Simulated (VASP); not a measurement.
Here is a VASP 6.6.1 calculation.

The input INCAR:

```
PREC = Accurate
ENCUT = 520
EDIFF = 1E-7
ISMEAR = 0
SIGMA = 0.05
LREAL = False
LASPH = True
NELM = 100
ALGO = Normal
ISIF = 2
LWAVE = False
LCHARG = False
GGA = PE
NBANDS = 35
```

The input KPOINTS:

```
Automatic mesh
0
Gamma
  6 6 10
```

Contents of POSCAR:

```
SnO2
1.0
    4.4234345592      0.0000000000      0.0000000000
    0.0000000000      4.4234345592      0.0000000000
    0.0000000000      0.0000000000      3.8568954299
Sn O
2 4
Direct
    0.0000000000      0.0000000000      0.0000000000
    0.5000000000      0.5000000000      0.5000000000
    0.3066050867      0.3066050867      0.0000000000
    0.1933949133      0.8066050867      0.5000000000
    0.6933949133      0.6933949133      0.0000000000
    0.8066050867      0.1933949133      0.5000000000
```

Potentials or basis: VASP PAW PBE potentials, release 64 (Sn_d, O).

The run is started by

```sh
$ cat potpaw_PBE.64/Sn_d/POTCAR potpaw_PBE.64/O/POTCAR > POTCAR
$ mpirun -np 1 vasp_std > vasp.out
```

**Question.** What does it give for the pressure?

**Answer.** 1.5 GPa.

**Question.** Estimate the largest force.

**Answer.** 0.951 eV/Å.

**Question.** What does it give for the band gap on the k mesh?

**Answer.** 0.73 eV.

Stress tensor (GPa, compression positive):
```
 13.75   0.00   0.00
  0.00  13.75   0.00
  0.00   0.00 -23.03
```

Caveat: the stress differs along the axes, from -23 to 14 GPa; semilocal functionals underestimate gaps, and a narrow one can read as zero; spin-orbit coupling is left out, which moves the levels of the heavy elements. A k mesh can miss the band edges.
